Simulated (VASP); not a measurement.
# Zr2Se3S (Pm) in VASP: single point with r2SCAN+rVV10

Aim: the single point of Zr2Se3S with r2SCAN+rVV10.

All numbers are computed with VASP 6.6.1; they aren't measurements. Logs are shortened: lines on timing, memory, paths and dates and some standing lists are left out, and cuts for length are marked.

### 1 The cell of the first run

The structure is monoclinic, space group Pm (No. 6). Conventional cell: a = 6.125 Å, b = 3.761 Å, c = 6.508 Å, α = 90.00°, β = 90.14°, γ = 90.00°. Within 3.4 Å of Zr (site symmetry m) lie 1 S at 2.57 Å and 5 Se at 2.69 Å. Within 3.4 Å of Zr (site symmetry m) lie 2 S at 2.56 Å and 4 Se at 2.68 to 2.70 Å. Within 3.5 Å of Se (site symmetry m) lie 3 Zr at 2.69 to 2.70 Å. Within 3.5 Å of Se (site symmetry m) lie 3 Zr at 2.69 to 2.70 Å. Se (site symmetry m) has 3 Zr at 2.68 to 2.69 Å within 3.5 Å. S (site symmetry m) has 3 Zr at 2.56 to 2.57 Å within 3.4 Å.

### 2 Single point, r2SCAN+rVV10

The input, POSCAR:

```
Zr2Se3S
1.0
   -3.7608544839      0.0000000029      0.0000000000
    0.0000000000     -0.0076218167     -6.1250113515
   -0.0000000050     -6.5080187892     -0.0080313994
Zr Se S
2 3 1
Direct
    0.5000000000     -0.0036095863      0.4974849142
    0.0000000000     -0.0091999116      0.0026289154
    0.5000000000      0.2518828493      0.8330479149
    0.0000000000      0.2562236466      0.3325858715
    0.0000000000      0.7382783459      0.6665608859
    0.5000000000      0.7664246563      0.1676914980
```

The input, INCAR.step1:

```
SYSTEM = Zr2Se3S
ALGO = Normal
EDIFF = 1E-5
ENCUT = 550
GGA = PE
GGA_COMPAT = .False.
ISMEAR = 0
LASPH = .True.
LCHARG = .False.
LREAL = .False.
LWAVE = .True.
NBANDS = 33
NELM = 120
PREC = Accurate
SIGMA = 0.02
```

The input, INCAR.step2:

```
SYSTEM = Zr2Se3S
ALGO = Normal
BPARAM = 11.95
CPARAM = 0.0093
EDIFF = 1E-6
ENCUT = 550
GGA_COMPAT = .False.
ISIF = 2
ISMEAR = 0
ISTART = 1
IVDW_NL = 2
LASPH = .True.
LCHARG = .False.
LMIXTAU = .True.
LREAL = .False.
LUSE_VDW = .True.
LWAVE = .False.
METAGGA = R2SCAN
NBANDS = 33
NELM = 120
PREC = Accurate
SIGMA = 0.02
```

The input, KPOINTS:

```
k-points
0
Gamma
  8 6 4
  0 0 0
```

Potentials or basis: VASP PAW PBE potentials, release 64 (Zr_sv, Se, S).

The run is started by

```bash
$ cat potpaw_PBE.64/Zr_sv/POTCAR potpaw_PBE.64/Se/POTCAR potpaw_PBE.64/S/POTCAR > POTCAR
$ cp INCAR.step1 INCAR
$ mpirun -np 1 vasp_std > vasp.out
$ cp INCAR.step2 INCAR
$ mpirun -np 1 vasp_std > vasp.out
```

OUTCAR:

```text
SYSTEM = Zr2Se3S
   BPARAM = 11.95
   EDIFF = 1E-6
   ENCUT = 550
   ISIF = 2
   ISMEAR = 0
   ISTART = 1
   IVDW_NL = 2
   LASPH = .True.
   LREAL = .False.
   METAGGA = R2SCAN
   NELM = 120
   PREC = Accurate

 ion  position               nearest neighbor table
   1  0.500  0.996  0.497-   6 2.57   4 2.69   4 2.69   3 2.69   5 2.69   5 2.69   2 3.73   2 3.73
                             2 3.79   2 3.79
   2  0.000  0.991  0.003-   6 2.56   6 2.56   5 2.68   4 2.70   3 2.70   3 2.70   1 3.73   1 3.73
                             1 3.79   1 3.79
   3  0.500  0.252  0.833-   1 2.69   2 2.70   2 2.70
   4  0.000  0.256  0.333-   1 2.69   1 2.69   2 2.70
   5  0.000  0.738  0.667-   2 2.68   1 2.69   1 2.69
   6  0.500  0.766  0.168-   2 2.56   2 2.56   1 2.57

  LATTYP: Found a simple monoclinic cell.
 ALAT       =     6.1250160937
 B/A-ratio  =     0.6140154452
 C/A-ratio  =     1.0625316971
 COS(beta)  =    -0.0024784496

  Lattice vectors:

 A1 = (   0.0000000000,  -0.0076218167,  -6.1250113515)
 A2 = (  -3.7608544839,   0.0000000029,   0.0000000000)
 A3 = (   0.0000000050,   6.5080187892,   0.0080313994)

Analysis of symmetry for initial positions (statically):
=====================================================================
 Subroutine PRICEL returns:
 Original cell was already a primitive cell.

 Routine SETGRP: Setting up the symmetry group for a
 simple monoclinic supercell.

 Subroutine GETGRP returns: Found  2 space group operations
 (whereof  2 operations were pure point group operations)
 out of a pool of  4 trial point group operations.

The static configuration has the point symmetry C_1h.

Analysis of symmetry for dynamics (positions and initial velocities):
=====================================================================
 Subroutine PRICEL returns:
 Original cell was already a primitive cell.

 Routine SETGRP: Setting up the symmetry group for a
 simple monoclinic supercell.

 Subroutine GETGRP returns: Found  2 space group operations
 (whereof  2 operations were pure point group operations)
 out of a pool of  4 trial point group operations.

The dynamic configuration has the point symmetry C_1h.

 Subroutine INISYM returns: Found  2 space group operations
 (whereof  2 operations are pure point group operations),
 and found     1 'primitive' translations

----------------------------------------------------------------------------------------

                                     Primitive cell

  volume of cell :     149.9138

  direct lattice vectors                    reciprocal lattice vectors
    -3.760854484  0.000000003  0.000000000    -0.265897020  0.000000000 -0.000000000
     0.000000000 -0.007621817 -6.125011352     0.000000000  0.000201482 -0.163265254
    -0.000000005 -6.508018789 -0.008031399    -0.000000000 -0.153656830  0.000191207

  length of vectors
     3.760854484  6.125016094  6.508023745     0.265897020  0.163265379  0.153656949

  position of ions in fractional coordinates (direct lattice)
     0.500000000  0.996390414  0.497484914
     1.000000000  0.990800088  0.002628915
     0.500000000  0.251882849  0.833047915
     1.000000000  0.256223647  0.332585872
     1.000000000  0.738278346  0.666560886
     0.500000000  0.766424656  0.167691498

  ion indices of the primitive-cell ions
   primitive index   ion index
                 1           1
                 2           2
                 3           3
                 4           4
                 5           5
                 6           6

----------------------------------------------------------------------------------------

 KPOINTS: k-points

Automatic generation of k-mesh.
 Grid dimensions read from file:
 generate k-points for:    8    6    4

 Generating k-lattice:

  Cartesian coordinates                     Fractional coordinates (reciprocal lattice)
    -0.033237128  0.000000000 -0.000000000     0.125000000  0.000000000 -0.000000000
     0.000000000  0.000033580 -0.027210876     0.000000000  0.166666667  0.000000000
    -0.000000000 -0.038414207  0.000047802     0.000000000  0.000000000  0.250000000

  Length of vectors
     0.033237128  0.027210896  0.038414237

  Shift w.r.t. Gamma in fractional coordinates (k-lattice)
     0.000000000  0.000000000  0.000000000

 Subroutine IBZKPT returns following result:
 ===========================================

 Found     70 irreducible k-points:

 Following reciprocal coordinates:
            Coordinates               Weight
  0.000000  0.000000  0.000000      1.000000
  0.125000 -0.000000 -0.000000      2.000000
  0.250000 -0.000000 -0.000000      2.000000
  0.375000 -0.000000 -0.000000      2.000000
  0.500000 -0.000000 -0.000000      1.000000
 -0.000000  0.166667  0.000000      2.000000
[... 16 lines left out ...]
  0.250000 -0.000000  0.250000      4.000000
  0.375000 -0.000000  0.250000      4.000000
 [... further k-points ...]
   k-points           NKPTS =     70   k-points in BZ     NKDIM =     70   number of bands    NBANDS=     33
   number of dos      NEDOS =    301   number of ions     NIONS =      6
   total plane-waves  NPLWV =  72000
   dimension x,y,z NGX =    30 NGY =   48 NGZ =   50
   dimension x,y,z NGXF=    60 NGYF=   96 NGZF=  100
   ions per type =               2   3   1
   NGX,Y,Z   is equivalent  to a cutoff of  13.26, 13.03, 12.77 a.u.
   NGXF,Y,Z  is equivalent  to a cutoff of  26.52, 26.06, 25.54 a.u.
 SYSTEM =  Zr2Se3S
   PREC   = accura    normal or accurate (medium, high low for compatibility)
   ISTART =      1    job   : 0-new  1-cont  2-samecut
   ICHARG =      0    charge: 1-file 2-atom 10-const
   ISPIN  =      1    spin polarized calculation?
   LNONCOLLINEAR =      F non collinear calculations
   LSORBIT =      F    spin-orbit coupling
   LASPH  =      T    aspherical Exc in radial PAW
   ENCUT  =  550.0 eV  40.42 Ry    6.36 a.u.   7.19 11.71 12.44*2*pi/ulx,y,z
   NELM   =    120;   NELMIN=  2; NELMDL=  0     # of ELM steps
   EDIFF  = 0.1E-05   stopping-criterion for ELM
   LREAL  =      F    real-space projection
   EDIFFG = 0.1E-04   stopping-criterion for IOM
   NSW    =      0    number of steps for IOM
   IBRION =     -1    ionic relax: 0-MD 1-quasi-New 2-CG
   NFREE  =      0    steps in history (QN), initial steepest desc. (CG)
   ISIF   =      2    stress and relaxation
   ISYM   =      2    0-nonsym 1-usesym 2-fastsym
   POTIM  = 0.5000    time-step for ionic-motion
   TEBEG  =    0.0;   TEEND  =   0.0 temperature during run
   PSTRESS=    0.0 pullay stress
   NELECT =      48.0000    total number of electrons
   NUPDOWN=      -1.0000    fix difference up-down
   EMIN   =  10.00;   EMAX   =-10.00  energy-range for DOS
   EFERMI =   0.00;   METHOD = LEGACY
   ISMEAR =     0;   SIGMA  =   0.02  broadening in eV -4-tet -1-fermi 0-gaus
   EFERMI_NEDOS =   21; number of points for ismear=-14 and -15
   IALGO  =     38    algorithm
   IMIX   =      4    mixing-type and parameters
     AMIX     =   0.40;   BMIX     =  1.00
     AMIX_MAG =   1.60;   BMIX_MAG =  1.00
  volume/ion in A,a.u.               =      24.99       168.61
  Fermi-wavevector in a.u.,A,eV,Ry     =   1.119974  2.116445 17.066365  1.254342
  Thomas-Fermi vector in A             =   2.256617
   LORBIT       =      0    0 simple, 1 ext, 2 COOP (PROOUT), +10 PAW based schemes
   METAGGA = R2SCAN    functional components
   LHFCALC =     F    Hartree Fock is set to
   AEXX    =    0.0000 exact exchange contribution
   IVDW_NL    =     2    kernel type
   BPARAM     =11.9500
   IVDW    =     0    specifies the selected vdW correction
   LEPSILON=     F    determine dielectric tensor
   LRPA    =     F    only Hartree local field effects (RPA)
 non-spin polarized calculation
 Gauss-broadening in eV      SIGMA  =   0.02
  energy-cutoff  :      550.00
  volume of cell :      149.91
 maximum number of plane-waves:      4417
 NGX is ok and might be reduce to    30
   NGX = 15   NGY = 23   NGZ = 25

 number of electron      47.9999998 magnetization

 Free energy of the ion-electron system (eV)
  ---------------------------------------------------
  ext. energy  EPLUGINS =         0.00000000
  ---------------------------------------------------
  free energy    TOTEN  =      -105.17674853 eV

  energy without entropy =     -105.17674853  energy(sigma->0) =     -105.17674853

 E-fermi :   4.2037     XC(G=0): -10.0493

 val. band max:        4.1231019410   @ k =   0.0000   0.0000   0.0000
 cond. band min:       4.8120986645   @ k =   0.5000   0.5000   0.5000
 fundamental gap:      0.6889967235
 Fermi energy:         4.2037003438

 k-point     1 :       0.0000    0.0000    0.0000
  band No.  band energies     occupation
      1     -46.9485      2.00000
      2     -46.9036      2.00000
      3     -24.3729      2.00000
      4     -24.2858      2.00000
      5     -24.2191      2.00000
      6     -24.2099      2.00000
[... 25 lines left out ...]
     32       8.8343      0.00000
     33       9.5934      0.00000

 k-point     2 :       0.1250   -0.0000   -0.0000
  band No.  band energies     occupation
      1     -46.9472      2.00000
      2     -46.9028      2.00000
      3     -24.3622      2.00000
      4     -24.2808      2.00000
      5     -24.2305      2.00000
      6     -24.2171      2.00000
[... 25 lines left out ...]
     32       8.7234      0.00000
     33       9.0398      0.00000

 k-point     3 :       0.2500   -0.0000   -0.0000
  band No.  band energies     occupation
      1     -46.9442      2.00000
      2     -46.9006      2.00000
      3     -24.3335      2.00000
      4     -24.2799      2.00000
      5     -24.2681      2.00000
      6     -24.2297      2.00000
[... 25 lines left out ...]
     32       8.5972      0.00000
     33       8.8994      0.00000

 k-point     4 :       0.3750   -0.0000   -0.0000
  band No.  band energies     occupation
      1     -46.9412      2.00000
      2     -46.8985      2.00000
      3     -24.3293      2.00000
      4     -24.2952      2.00000
      5     -24.2825      2.00000
      6     -24.2556      2.00000
[... 25 lines left out ...]
     32       8.5736      0.00000
     33       8.8886      0.00000

 k-point     5 :       0.5000   -0.0000   -0.0000
  band No.  band energies     occupation
      1     -46.9399      2.00000
      2     -46.8976      2.00000
      3     -24.3488      2.00000
      4     -24.3076      2.00000
      5     -24.2644      2.00000
      6     -24.2497      2.00000
[... 604 lines left out ...]
 k-point    22 :       0.1250   -0.0000    0.2500
  band No.  band energies     occupation
      1     -46.9467      2.00000
      2     -46.9033      2.00000
      3     -24.3383      2.00000
      4     -24.2761      2.00000
      5     -24.2299      2.00000
      6     -24.2200      2.00000
[... 25 lines left out ...]
     32       8.6358      0.00000
     33       8.7248      0.00000

 k-point    23 :       0.2500   -0.0000    0.2500
  band No.  band energies     occupation
      1     -46.9439      2.00000
      2     -46.9009      2.00000
      3     -24.3320      2.00000
      4     -24.2777      2.00000
      5     -24.2661      2.00000
      6     -24.2322      2.00000
[... 25 lines left out ...]
     32       8.8375      0.00000
     33       8.9794      0.00000

 k-point    24 :       0.3750   -0.0000    0.2500
  band No.  band energies     occupation
      1     -46.9411      2.00000
      2     -46.8986      2.00000
      3     -24.3519      2.00000
      4     -24.3216      2.00000
      5     -24.2560      2.00000
      6     -24.2411      2.00000
[... 25 lines left out ...]
     32       8.9071      0.00000
     33       9.3077      0.00000

 [... further k-points ...]

------------------------ aborting loop because EDIFF is reached ----------------------------------------

  FORCE on cell =-STRESS in cart. coord.  units (eV):
  Direction    XX          YY          ZZ          XY          YZ          ZX
  --------------------------------------------------------------------------------------
  -------------------------------------------------------------------------------------
  Total        0.1514674      0.1521928      0.1567220      0.0000000      0.0013403      0.0000000
  in kB        1.6187810      1.6265339      1.6749389      0.0000000      0.0143237      0.0000000
  external PRESSURE =       1.6400846 kB  Pullay stress =       0.0000000 kB

 VOLUME and BASIS-vectors are now :
 -----------------------------------------------------------------------------
  energy-cutoff  :      550.00
  volume of cell :      149.91
      direct lattice vectors                 reciprocal lattice vectors
    -3.760854484  0.000000003  0.000000000    -0.265897020  0.000000000 -0.000000000
     0.000000000 -0.007621817 -6.125011352     0.000000000  0.000201482 -0.163265254
    -0.000000005 -6.508018789 -0.008031399    -0.000000000 -0.153656830  0.000191207

 POSITION                                       TOTAL-FORCE (eV/Angst)
 -----------------------------------------------------------------------------------
     -1.88043     -3.24524     -6.10690         0.000000      0.006738      0.003045
     -0.00000     -0.02466     -6.06868        -0.000000     -0.006092      0.007296
     -1.88043     -5.42341     -1.54948        -0.000000     -0.001142     -0.021980
     -0.00000     -2.16643     -1.57204         0.000000      0.000206     -0.021846
     -0.00000     -4.34362     -4.52732         0.000000      0.000428      0.022802
     -1.88043     -1.09718     -4.69571        -0.000000     -0.000138      0.010681
 -----------------------------------------------------------------------------------
    total drift:                               -0.000000     -0.000031     -0.000053

  FREE ENERGIE OF THE ION-ELECTRON SYSTEM (eV)
  ---------------------------------------------------
  free  energy   TOTEN  =      -105.1767485281 eV

  energy  without entropy=     -105.1767485281  energy(sigma->0) =     -105.17674853
```

Run time: 17 min. Hardware: 1 thread of Intel Xeon 6975P-C (Granite Rapids), shared host; peak memory 0.77 GiB.

What came out:

```
Free energy            : -105.1767 eV
Pressure               : 0.2 GPa
Largest force          : 0.023 eV/Å
Band gap on the k mesh : 0.69 eV (least direct gap 0.94 eV)
```

Forces in eV/Å, atoms in the order of the input:
```
Zr   0.000  0.007  0.003
Zr   0.000 -0.006  0.007
Se   0.000 -0.001 -0.022
Se   0.000  0.000 -0.022
Se   0.000  0.000  0.023
S    0.000  0.000  0.011
```

Caveat: the PAW data sets were made with another functional, which shifts forces and pressure a little. A k mesh can miss the band edges.
